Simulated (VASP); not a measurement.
Input of a VASP 6.6.1 run:

Contents of INCAR:

```
ALGO = Normal
EDIFF = 1E-6
ENCUT = 520
GGA = PS
ISIF = 2
ISMEAR = -1
LASPH = True
LCHARG = False
LREAL = False
LWAVE = False
NBANDS = 19
NELM = 60
PREC = Accurate
SIGMA = 0.05
```

KPOINTS

```
k-points
0
Gamma
  16 16 9
```

The input POSCAR:

```
Ti
1.0
    2.8104678071      0.0000000000      0.0000000000
   -1.4052339036      2.4339365175      0.0000000000
    0.0000000000      0.0000000000      4.4567866128
Ti
2
Direct
    0.3333333333      0.6666666667      0.2500000000
    0.6666666667      0.3333333333      0.7500000000
```

Potentials or basis: VASP PAW PBE potentials, release 64 (Ti_sv).

Run with:

```sh
$ cat potpaw_PBE.64/Ti_sv/POTCAR > POTCAR
$ mpirun -np 1 vasp_std > vasp.out
```

What does it give for the pressure?

12.6 GPa.

Estimate the band gap on the k mesh.

zero (band 12 reaches 10.56 eV, above the bottom of band 13 at 9.39 eV).

Caveat: the PAW data sets were made with another functional, which shifts forces and pressure a little.
